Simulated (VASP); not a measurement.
Wanted: the native input for a VASP 6.6.1 run.

- Task: single point
- Functional: PBEsol
- Potentials or basis: VASP PAW PBE potentials, release 64 (B, N)
- Cutoff: 520 eV
- k mesh: 12 × 12 × 12
- Occupations: gaussian, width 0.05 eV
- Spin: no spin polarisation
- Dipole correction: no
- Further INCAR settings: ALGO = Normal; EDIFF = 1e-06; NBANDS = 11

The structure of BN lies in POSCAR:

```
BN
1.0
    0.0000000000      1.8026024960      1.8026024960
    1.8026024960      0.0000000000      1.8026024960
    1.8026024960      1.8026024960      0.0000000000
B N
1 1
Direct
    0.0000000000      0.0000000000      0.0000000000
    0.7500000000      0.7500000000      0.7500000000
```

One way to write it, as run:

INCAR

```
ALGO     = Normal         # electronic algorithm
EDIFF    = 1E-6           # SCF threshold, eV
ENCUT    = 520            # plane-wave cutoff, eV
GGA      = PS             # functional
ISIF     = 2              # what is computed and relaxed
ISMEAR   = 0              # smearing method
LASPH    = T              # aspherical terms in the spheres
LCHARG   = F              # write CHGCAR
LREAL    = F              # projectors in reciprocal space
LWAVE    = F              # write WAVECAR
NBANDS   = 11             # bands
NELM     = 80             # most SCF steps
PREC     = Accurate       # precision mode
SIGMA    = 0.05           # smearing width, eV
```

KPOINTS

```
k-points
0
Gamma
  12 12 12
```

Potentials or basis: VASP PAW PBE potentials, release 64 (B, N).

The run is started by

```console
$ cat potpaw_PBE.64/B/POTCAR potpaw_PBE.64/N/POTCAR > POTCAR
$ mpirun -np 1 vasp_std > vasp.out
```

It gave:

* Pressure: 0.8 GPa
* Band gap on the k mesh: 4.29 eV, indirect (least direct gap 8.80 eV)

Caveat: the PAW data sets were made with another functional, which shifts forces and pressure a little.

It took 14 s on 1 thread of Intel Xeon 8259CL (shared host), peak memory 0.12 GiB.
